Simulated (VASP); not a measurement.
A run of VASP 6.6.1 is set up as follows.

File INCAR:

```
ALGO = Normal ; DIPOL = 0.5 0.5 0.498
EDIFF = 1E-6 ; ENCUT = 520
GGA = PE ; IDIPOL = 3
ISIF = 2 ; ISMEAR = 0
LASPH = T ; LCHARG = F
LDIPOL = T ; LREAL = F
LWAVE = F ; NBANDS = 43
NELM = 60 ; PREC = Accurate
SIGMA = 0.1
```

The input KPOINTS:

```
k-points
0
Gamma
  9 9 1
```

Contents of POSCAR:

```
Mo
1.0
    3.1604413623      0.0000000000      0.0000000000
    0.0000000000      3.1604413623      0.0000000000
    0.0000000000      0.0000000000     23.3208827246
Mo
5
Direct
    0.5000000000      0.5000000000      0.3644802000
    0.0000000000      0.0000000000      0.4322401000
    0.5000000000      0.5000000000      0.4982457331
    0.0000000000      0.0000000000      0.5687788100
    0.5000000000      0.5000000000      0.6283142491
```

Potentials or basis: VASP PAW PBE potentials, release 64 (Mo_sv).

Launch:

```sh
$ cat potpaw_PBE.64/Mo_sv/POTCAR > POTCAR
$ mpirun -np 1 vasp_std > vasp.out
```

Q: Estimate the band gap on the k mesh.

A: Zero (bands 35 and 36 overlap by 1.56 eV).

Q: Predict the largest force.

A: 1.031 eV/Å.

Forces on the atoms (eV/Å):
```
Mo   0.000  0.000  0.998
Mo   0.000  0.000 -1.031
Mo   0.000  0.000  0.002
Mo   0.000  0.000 -0.008
Mo   0.000  0.000  0.038
```
